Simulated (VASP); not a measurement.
Write the native input for VASP 6.6.1 that does the following.

```
Task                   : single point
Functional             : r2SCAN
Potentials or basis    : VASP PAW PBE potentials, release 64 (Mg, I)
Cutoff                 : 520 eV
k mesh                 : 6 × 6 × 6
Occupations            : gaussian, width 0.01 eV
Spin                   : no spin polarisation
Dipole correction      : no
Further INCAR settings : ALGO = Normal; EDIFF = 1e-06; NBANDS = 15
```

Crystal: MgI2.

```
CELL_PARAMETERS angstrom
0.00000 3.56793 3.75971
3.56793 0.00000 3.75971
3.56793 3.56793 0.00000
ATOMIC_POSITIONS crystal
Mg 0.00000 0.00000 0.00000
I 0.25000 0.25000 0.25000
I 0.75000 0.75000 0.75000
```

This cell differs from its parent crystal: epitaxial xy strain -5.0%.

One way to write it, as run:

POSCAR

```
MgI2
1.0
    0.0000000000      3.5679345566      3.7597102482
    3.5679345566      0.0000000000      3.7597102482
    3.5679345566      3.5679345566      0.0000000000
Mg I
1 2
Direct
    0.0000000000      0.0000000000      0.0000000000
    0.2500000000      0.2500000000      0.2500000000
    0.7500000000      0.7500000000      0.7500000000
```

INCAR.step1

```
PREC = Accurate
ENCUT = 520
ISMEAR = 0
SIGMA = 0.01
LREAL = F
LASPH = T
NELM = 100
NBANDS = 15
GGA = PE
ALGO = Normal
EDIFF = 1E-4
LWAVE = T
LCHARG = F
```

INCAR.step2

```
PREC = Accurate
ENCUT = 520
EDIFF = 1E-6
ISMEAR = 0
SIGMA = 0.01
LREAL = F
LASPH = T
NELM = 100
ALGO = Normal
ISIF = 2
LWAVE = F
LCHARG = F
METAGGA = R2SCAN
LMIXTAU = T
NBANDS = 15
ISTART = 1
```

KPOINTS

```
regular mesh
0
Gamma
  6 6 6
```

Potentials or basis: VASP PAW PBE potentials, release 64 (Mg, I).

Launch:

```console
$ cat potpaw_PBE.64/Mg/POTCAR potpaw_PBE.64/I/POTCAR > POTCAR
$ cp INCAR.step1 INCAR
$ mpirun -np 1 vasp_std > vasp.out
$ cp INCAR.step2 INCAR
$ mpirun -np 1 vasp_std > vasp.out
```

Results of the run:

```json
{
 "Pressure": "4.0 GPa",
 "Band gap on the k mesh": "0.89 eV, direct"
}
```

Caveat: the cell differs from its parent crystal (epitaxial xy strain -5.0%); the PAW data sets were made with another functional, which shifts forces and pressure a little; spin-orbit coupling is left out, which moves the levels of the heavy elements.

Wall time 100 s on 1 thread of Intel(R) Xeon(R) 6975P-C (Granite Rapids), with other jobs on the host, peak memory 0.27 GiB.
